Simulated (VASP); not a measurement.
# HfC (Fm-3m) in VASP: a series of runs

Runs on HfC. Level: r2SCAN. Tasks: single point, relaxation of cell and atoms.

Program: VASP 6.6.1. These are calculated values, not measurements. Logs are shortened: lines on timing, memory, paths and dates and some standing lists are left out, and cuts for length are marked.

### 1 The cell of the first run

It takes space group Fm-3m (No. 225, cubic). Conventional cell: a = 4.641 Å, b = 4.641 Å, c = 4.641 Å, α = 90.00°, β = 90.00°, γ = 90.00°. Within 3.1 Å of Hf (site symmetry m-3m) lie 6 C at 2.32 Å. C (site symmetry m-3m) has 6 Hf at 2.32 Å within 3.1 Å.

### 2 Single point, r2SCAN

The input, POSCAR:

```
HfC
1.0
    0.0000000000      2.3203968129      2.3203968129
    2.3203968129      0.0000000000      2.3203968129
    2.3203968129      2.3203968129      0.0000000000
Hf C
1 1
Direct
    0.5000000000      0.5000000000      0.5000000000
    0.0000000000      0.0000000000      0.0000000000
```

The input, INCAR.step1:

```
PREC     = Accurate       # precision mode
ENCUT    = 520            # plane-wave cutoff, eV
ISMEAR   = 0              # smearing method
SIGMA    = 0.1            # smearing width, eV
LREAL    = F              # projectors in reciprocal space
LASPH    = T              # aspherical terms in the spheres
NELM     = 60             # most SCF steps
NBANDS   = 14             # bands
GGA      = PE             # functional
ALGO     = Normal         # electronic algorithm
EDIFF    = 1E-4           # SCF threshold, eV
LWAVE    = T              # write WAVECAR
LCHARG   = F              # write CHGCAR
```

The input, INCAR.step2:

```
PREC     = Accurate       # precision mode
ENCUT    = 520            # plane-wave cutoff, eV
EDIFF    = 1E-6           # SCF threshold, eV
ISMEAR   = 0              # smearing method
SIGMA    = 0.1            # smearing width, eV
LREAL    = F              # projectors in reciprocal space
LASPH    = T              # aspherical terms in the spheres
NELM     = 60             # most SCF steps
ALGO     = Normal         # electronic algorithm
ISIF     = 2              # what is computed and relaxed
LWAVE    = F              # write WAVECAR
LCHARG   = T              # write CHGCAR
METAGGA  = R2SCAN         # meta-GGA
LMIXTAU  = T            
LELF     = T              # ELF
LVHAR    = T            
NBANDS   = 14             # bands
ISTART   = 1
```

The input, KPOINTS:

```
regular mesh
0
Gamma
  16 16 16
```

Potentials or basis: VASP PAW PBE potentials, release 64 (Hf_pv, C).

Run with:

```sh
$ cat potpaw_PBE.64/Hf_pv/POTCAR potpaw_PBE.64/C/POTCAR > POTCAR
$ cp INCAR.step1 INCAR
$ mpirun -np 1 vasp_std > vasp.out
$ cp INCAR.step2 INCAR
$ mpirun -np 1 vasp_std > vasp.out
```

OUTCAR:

```text
PREC = Accurate
   ENCUT = 520
   EDIFF = 1E-6
   ISMEAR = 0
   LREAL = F
   LASPH = T
   NELM = 60
   ISIF = 2
   METAGGA = R2SCAN
   ISTART = 1

 ion  position               nearest neighbor table
   1  0.500  0.500  0.500-   2 2.32   2 2.32   2 2.32   2 2.32   2 2.32   2 2.32
   2  0.000  0.000  0.000-   1 2.32   1 2.32   1 2.32   1 2.32   1 2.32   1 2.32

  LATTYP: Found a face centered cubic cell.
 ALAT       =     4.6407936258

  Lattice vectors:

 A1 = (   0.0000000000,   2.3203968129,   2.3203968129)
 A2 = (   2.3203968129,   0.0000000000,   2.3203968129)
 A3 = (   2.3203968129,   2.3203968129,   0.0000000000)

Analysis of symmetry for initial positions (statically):
=====================================================================
 Subroutine PRICEL returns:
 Original cell was already a primitive cell.

 Routine SETGRP: Setting up the symmetry group for a
 face centered cubic supercell.

 Subroutine GETGRP returns: Found 48 space group operations
 (whereof 48 operations were pure point group operations)
 out of a pool of 48 trial point group operations.

The static configuration has the point symmetry O_h .

Analysis of symmetry for dynamics (positions and initial velocities):
=====================================================================
 Subroutine PRICEL returns:
 Original cell was already a primitive cell.

 Routine SETGRP: Setting up the symmetry group for a
 face centered cubic supercell.

 Subroutine GETGRP returns: Found 48 space group operations
 (whereof 48 operations were pure point group operations)
 out of a pool of 48 trial point group operations.

The dynamic configuration has the point symmetry O_h .

 Subroutine INISYM returns: Found 48 space group operations
 (whereof 48 operations are pure point group operations),
 and found     1 'primitive' translations

----------------------------------------------------------------------------------------

                                     Primitive cell

  volume of cell :      24.9872

  direct lattice vectors                    reciprocal lattice vectors
     0.000000000  2.320396813  2.320396813    -0.215480386  0.215480386  0.215480386
     2.320396813  0.000000000  2.320396813     0.215480386 -0.215480386  0.215480386
     2.320396813  2.320396813  0.000000000     0.215480386  0.215480386 -0.215480386

  length of vectors
     3.281536643  3.281536643  3.281536643     0.373222976  0.373222976  0.373222976

  position of ions in fractional coordinates (direct lattice)
     0.500000000  0.500000000  0.500000000
     0.000000000  0.000000000  0.000000000

  ion indices of the primitive-cell ions
   primitive index   ion index
                 1           1
                 2           2

----------------------------------------------------------------------------------------

 KPOINTS: regular mesh

Automatic generation of k-mesh.
 Grid dimensions read from file:
 generate k-points for:   16   16   16

 Generating k-lattice:

  Cartesian coordinates                     Fractional coordinates (reciprocal lattice)
    -0.013467524  0.013467524  0.013467524     0.062500000  0.000000000  0.000000000
     0.013467524 -0.013467524  0.013467524     0.000000000  0.062500000  0.000000000
     0.013467524  0.013467524 -0.013467524     0.000000000  0.000000000  0.062500000

  Length of vectors
     0.023326436  0.023326436  0.023326436

  Shift w.r.t. Gamma in fractional coordinates (k-lattice)
     0.000000000  0.000000000  0.000000000

 Subroutine IBZKPT returns following result:
 ===========================================

 Found    145 irreducible k-points:

 Following reciprocal coordinates:
            Coordinates               Weight
  0.000000  0.000000  0.000000      1.000000
  0.062500  0.000000  0.000000      8.000000
  0.125000  0.000000  0.000000      8.000000
  0.187500  0.000000  0.000000      8.000000
  0.250000  0.000000  0.000000      8.000000
  0.312500  0.000000  0.000000      8.000000
[... 16 lines left out ...]
 -0.125000  0.062500  0.000000     24.000000
 -0.062500  0.062500  0.000000     12.000000
 [... further k-points ...]
   k-points           NKPTS =    145   k-points in BZ     NKDIM =    145   number of bands    NBANDS=     14
   number of dos      NEDOS =    301   number of ions     NIONS =      2
   total plane-waves  NPLWV =  13824
   dimension x,y,z NGX =    24 NGY =   24 NGZ =   24
   dimension x,y,z NGXF=    48 NGYF=   48 NGZF=   48
   ions per type =               1   1
   NGX,Y,Z   is equivalent  to a cutoff of  12.16, 12.16, 12.16 a.u.
   NGXF,Y,Z  is equivalent  to a cutoff of  24.32, 24.32, 24.32 a.u.
 SYSTEM =  unknown system
   PREC   = accura    normal or accurate (medium, high low for compatibility)
   ISTART =      1    job   : 0-new  1-cont  2-samecut
   ICHARG =      0    charge: 1-file 2-atom 10-const
   ISPIN  =      1    spin polarized calculation?
   LNONCOLLINEAR =      F non collinear calculations
   LSORBIT =      F    spin-orbit coupling
   LASPH  =      T    aspherical Exc in radial PAW
   ENCUT  =  520.0 eV  38.22 Ry    6.18 a.u.   6.10  6.10  6.10*2*pi/ulx,y,z
   NELM   =     60;   NELMIN=  2; NELMDL=  0     # of ELM steps
   EDIFF  = 0.1E-05   stopping-criterion for ELM
   LREAL  =      F    real-space projection
   EDIFFG = 0.1E-04   stopping-criterion for IOM
   NSW    =      0    number of steps for IOM
   IBRION =     -1    ionic relax: 0-MD 1-quasi-New 2-CG
   NFREE  =      0    steps in history (QN), initial steepest desc. (CG)
   ISIF   =      2    stress and relaxation
   ISYM   =      2    0-nonsym 1-usesym 2-fastsym
   POTIM  = 0.5000    time-step for ionic-motion
   TEBEG  =    0.0;   TEEND  =   0.0 temperature during run
   PSTRESS=    0.0 pullay stress
   NELECT =      14.0000    total number of electrons
   NUPDOWN=      -1.0000    fix difference up-down
   EMIN   =  10.00;   EMAX   =-10.00  energy-range for DOS
   EFERMI =   0.00;   METHOD = LEGACY
   ISMEAR =     0;   SIGMA  =   0.10  broadening in eV -4-tet -1-fermi 0-gaus
   EFERMI_NEDOS =   21; number of points for ismear=-14 and -15
   IALGO  =     38    algorithm
   IMIX   =      4    mixing-type and parameters
     AMIX     =   0.40;   BMIX     =  1.00
     AMIX_MAG =   1.60;   BMIX_MAG =  1.00
  volume/ion in A,a.u.               =      12.49        84.31
  Fermi-wavevector in a.u.,A,eV,Ry     =   1.349621  2.550414 24.782707  1.821478
  Thomas-Fermi vector in A             =   2.477193
   LORBIT       =      0    0 simple, 1 ext, 2 COOP (PROOUT), +10 PAW based schemes
   METAGGA = R2SCAN    functional components
   LHFCALC =     F    Hartree Fock is set to
   AEXX    =    0.0000 exact exchange contribution
   IVDW    =     0    specifies the selected vdW correction
   LEPSILON=     F    determine dielectric tensor
   LRPA    =     F    only Hartree local field effects (RPA)
 non-spin polarized calculation
 Gauss-broadening in eV      SIGMA  =   0.10
  energy-cutoff  :      520.00
  volume of cell :       24.99
 maximum number of plane-waves:       692
   NGX = 13   NGY = 13   NGZ = 13

 number of electron      14.0000001 magnetization

 Free energy of the ion-electron system (eV)
  ---------------------------------------------------
  ext. energy  EPLUGINS =         0.00000000
  ---------------------------------------------------
  free energy    TOTEN  =       -57.34184719 eV

  energy without entropy =      -57.34009813  energy(sigma->0) =      -57.34097266

 E-fermi :   5.9280     XC(G=0): -13.1357

 val. band max:        5.9201496136   @ k =   0.5000   0.4375   0.0000
 cond. band min:       5.9327858830   @ k =   0.1250   0.1250   0.0000
 fundamental gap:      0.0126362694
 Fermi energy:         5.9280089719

 k-point     1 :       0.0000    0.0000    0.0000
  band No.  band energies     occupation
      1     -24.7832      2.00000
      2     -24.7832      2.00000
      3     -24.7832      2.00000
      4      -7.1256      2.00000
      5       6.9480      0.00000
      6       6.9480      0.00000
      7       6.9480      0.00000
      8       7.5767      0.00000
      9       7.5767      0.00000
     10       7.5767      0.00000
     11       9.5008      0.00000
     12       9.5008      0.00000
     13      13.4779      0.00000
     14      17.7198      0.00000

 k-point     2 :       0.0625    0.0000    0.0000
  band No.  band energies     occupation
      1     -24.8118      2.00000
      2     -24.7858      2.00000
      3     -24.7858      2.00000
      4      -7.0245      2.00000
      5       6.2303      0.00002
      6       6.4349      0.00000
      7       6.4349      0.00000
      8       7.7847      0.00000
      9       7.7847      0.00000
     10       8.0399      0.00000
     11      10.0196      0.00000
     12      10.0197      0.00000
     13      13.7132      0.00000
     14      18.0049      0.00000

 k-point     3 :       0.1250    0.0000    0.0000
  band No.  band energies     occupation
      1     -24.8925      2.00000
      2     -24.7932      2.00000
      3     -24.7932      2.00000
      4      -6.7292      2.00000
      5       5.1218      2.00000
      6       5.5921      2.00000
      7       5.5921      2.00000
      8       8.1367      0.00000
      9       8.1367      0.00000
     10       8.4925      0.00000
     11      11.1415      0.00000
     12      11.1416      0.00000
     13      14.3266      0.00000
     14      18.7218      0.00000
[... 324 lines left out ...]
 k-point    23 :      -0.1250    0.0625    0.0000
  band No.  band energies     occupation
      1     -24.9391      2.00000
      2     -24.8193      2.00000
      3     -24.7894      2.00000
      4      -6.5120      2.00000
      5       4.5012      2.00000
      6       5.0204      2.00000
      7       5.3602      2.00000
      8       8.0370      0.00000
      9       8.6574      0.00000
     10       8.9691      0.00000
     11      10.9264      0.00000
     12      12.3446      0.00000
     13      14.8038      0.00000
     14      18.7218      0.00000

 k-point    24 :      -0.0625    0.0625    0.0000
  band No.  band energies     occupation
      1     -24.8513      2.00000
      2     -24.8016      2.00000
      3     -24.7848      2.00000
      4      -6.8599      2.00000
      5       5.5309      2.00000
      6       5.8106      1.90312
      7       6.0190      0.19828
      8       7.7443      0.00000
      9       8.3504      0.00000
     10       8.3974      0.00000
     11      10.1293      0.00000
     12      11.0624      0.00000
     13      14.0983      0.00000
     14      18.4565      0.00000

 [... further k-points ...]
[... 5 lines left out ...]
  --------------------------------------------------------------------------------------
  -------------------------------------------------------------------------------------
  Total       -0.1682177     -0.1682177     -0.1682177      0.0000000      0.0000000     -0.0000000
  in kB      -10.7861243    -10.7861243    -10.7861243      0.0000000      0.0000000     -0.0000000
  external PRESSURE =     -10.7861243 kB  Pullay stress =       0.0000000 kB

 VOLUME and BASIS-vectors are now :
 -----------------------------------------------------------------------------
  energy-cutoff  :      520.00
  volume of cell :       24.99
      direct lattice vectors                 reciprocal lattice vectors
     0.000000000  2.320396813  2.320396813    -0.215480386  0.215480386  0.215480386
     2.320396813  0.000000000  2.320396813     0.215480386 -0.215480386  0.215480386
     2.320396813  2.320396813  0.000000000     0.215480386  0.215480386 -0.215480386

 POSITION                                       TOTAL-FORCE (eV/Angst)
 -----------------------------------------------------------------------------------
      2.32040      2.32040      2.32040         0.000000      0.000000      0.000000
      0.00000      0.00000      0.00000         0.000000      0.000000     -0.000000
 -----------------------------------------------------------------------------------
    total drift:                                0.000000     -0.000000      0.000000

  FREE ENERGIE OF THE ION-ELECTRON SYSTEM (eV)
  ---------------------------------------------------
  free  energy   TOTEN  =       -57.3418471913 eV

  energy  without entropy=      -57.3400981338  energy(sigma->0) =      -57.34097266
```

Run time: 60 s. Hardware: 1 thread of Intel Xeon 6975P-C (Granite Rapids), shared host; peak memory 0.19 GiB.

Results:

```yaml
Free_energy: -57.3418 eV
Pressure: -1.1 GPa
Band_gap_on_the_k_mesh: zero (bands 7 and 8 overlap by 1.46 eV)
```

Caveat: the PAW data sets were made with another functional, which shifts forces and pressure a little; spin-orbit coupling is left out, which moves the levels of the heavy elements.

### 3 Single point, r2SCAN (12.87 Å³/atom)

This run uses another cell than the first one, of 12.87 Å³/atom.

The input, POSCAR:

```
HfC
1.0
    0.0000000000      2.3433725330      2.3433725330
    2.3433725330      0.0000000000      2.3433725330
    2.3433725330      2.3433725330      0.0000000000
Hf C
1 1
Direct
    0.5000000000      0.5000000000      0.5000000000
    0.0000000000      0.0000000000      0.0000000000
```

The input, INCAR.step1:

```
SYSTEM = HfC
PREC     = Accurate       ! precision mode
ENCUT    = 520            ! plane-wave cutoff, eV
ISMEAR   = 0              ! smearing method
SIGMA    = 0.1            ! smearing width, eV
LREAL    = .FALSE.        ! projectors in reciprocal space
LASPH    = .TRUE.         ! aspherical terms in the spheres
NELM     = 100            ! most SCF steps
NBANDS   = 14             ! bands
GGA      = PE             ! functional
ALGO     = Normal         ! electronic algorithm
EDIFF    = 1E-4           ! SCF threshold, eV
LWAVE    = .TRUE.         ! write WAVECAR
LCHARG   = .FALSE.        ! write CHGCAR
```

The input, INCAR.step2:

```
SYSTEM = HfC
PREC     = Accurate       ! precision mode
ENCUT    = 520            ! plane-wave cutoff, eV
EDIFF    = 1E-6           ! SCF threshold, eV
ISMEAR   = 0              ! smearing method
SIGMA    = 0.1            ! smearing width, eV
LREAL    = .FALSE.        ! projectors in reciprocal space
LASPH    = .TRUE.         ! aspherical terms in the spheres
NELM     = 100            ! most SCF steps
ALGO     = Normal         ! electronic algorithm
ISIF     = 2              ! what is computed and relaxed
LWAVE    = .FALSE.        ! write WAVECAR
LCHARG   = .FALSE.        ! write CHGCAR
METAGGA  = R2SCAN         ! meta-GGA
LMIXTAU  = .TRUE.       
NBANDS   = 14             ! bands
ISTART   = 1
```

The input, KPOINTS:

```
Automatic mesh
0
G
  16 16 16
  0 0 0
```

Potentials or basis: VASP PAW PBE potentials, release 64 (Hf_pv, C).

Run with:

```sh
$ cat potpaw_PBE.64/Hf_pv/POTCAR potpaw_PBE.64/C/POTCAR > POTCAR
$ cp INCAR.step1 INCAR
$ mpirun -np 1 vasp_std > vasp.out
$ cp INCAR.step2 INCAR
$ mpirun -np 1 vasp_std > vasp.out
```

Wall time 2 min (1 thread of Intel Xeon 6975P-C (Granite Rapids), shared host); peak memory 0.2 GiB.

Results (log left out):

```yaml
Free_energy: -57.3208 eV
Pressure: -8.0 GPa
Band_gap_on_the_k_mesh: zero (bands 7 and 8 overlap by 1.45 eV)
```

Levels at points of the mesh, in eV from the Fermi level:
```
           k point  band 3  band 4  band 5  band 6  band 7  band 8  band 9  band 10  band 11  band 12
(0.00, 0.00, 0.00)  -30.86  -12.90    1.00    1.00    1.00    1.63    1.63     1.63     3.47     3.47
(0.50, 0.00, 0.00)  -30.93   -9.31   -6.20   -3.06   -3.06    5.52    5.52     6.05     6.87    11.61
(0.50, 0.50, 0.00)  -31.08  -11.04   -2.82   -1.53   -0.19   -0.19    5.33     6.88     6.88     8.83
```

Caveat: the cell stands under tension; the PAW data sets were made with another functional, which shifts forces and pressure a little; spin-orbit coupling is left out, which moves the levels of the heavy elements.

### 4 Single point, r2SCAN (13.24 Å³/atom)

This run uses another cell than the first one, of 13.24 Å³/atom.

The input, POSCAR:

```
HfC
1.0
    0.0000000000      2.3659063435      2.3659063435
    2.3659063435      0.0000000000      2.3659063435
    2.3659063435      2.3659063435      0.0000000000
Hf C
1 1
Direct
    0.5000000000      0.5000000000      0.5000000000
    0.0000000000      0.0000000000      0.0000000000
```

INCAR.step1 is that of step 3.

Changes to INCAR.step2 since step 3:

```diff
@@ -3,3 +3,3 @@
 ENCUT    = 520            ! plane-wave cutoff, eV
-EDIFF    = 1E-6           ! SCF threshold, eV
+EDIFF    = 1E-7           ! SCF threshold, eV
 ISMEAR   = 0              ! smearing method
@@ -12,5 +12,7 @@
 LWAVE    = .FALSE.        ! write WAVECAR
-LCHARG   = .FALSE.        ! write CHGCAR
+LCHARG   = .TRUE.         ! write CHGCAR
 METAGGA  = R2SCAN         ! meta-GGA
 LMIXTAU  = .TRUE.       
+LELF     = .TRUE.         ! ELF
+LVHAR    = .TRUE.       
 NBANDS   = 14             ! bands
```

The input, KPOINTS:

```
regular mesh
0
G
  16 16 16
  0 0 0
```

Run with:

```sh
$ cat potpaw_PBE.64/Hf_pv/POTCAR potpaw_PBE.64/C/POTCAR > POTCAR
$ cp INCAR.step1 INCAR
$ mpirun -np 1 vasp_std > vasp.out
$ cp INCAR.step2 INCAR
$ mpirun -np 1 vasp_std > vasp.out
```

It took 2.6 min on 1 thread of Intel Xeon 6975P-C (Granite Rapids), shared host; peak memory 0.2 GiB.

Results (log left out):

| Property | Result |
| --- | --- |
| Free energy | -57.2697 eV |
| Pressure | -13.9 GPa |
| Band gap on the k mesh | zero (bands 7 and 8 overlap by 1.43 eV) |

Levels at points of the mesh, in eV from the Fermi level:
| k point | band 5 | band 6 | band 7 | band 8 | band 9 | band 10 |
| --- | --- | --- | --- | --- | --- | --- |
| (0.00, 0.00, 0.00) | 0.98 | 0.98 | 0.98 | 1.61 | 1.61 | 1.61 |
| (0.50, 0.00, 0.00) | -6.07 | -2.96 | -2.96 | 5.34 | 5.34 | 5.86 |
| (0.50, 0.50, 0.00) | -2.84 | -1.44 | -0.22 | -0.22 | 5.16 | 6.65 |

Caveat: the cell stands under tension; the PAW data sets were made with another functional, which shifts forces and pressure a little; spin-orbit coupling is left out, which moves the levels of the heavy elements.

(Continued in part 2 of 2.)

The gap in the log of VASP goes by the Fermi energy; the results here count the filled bands.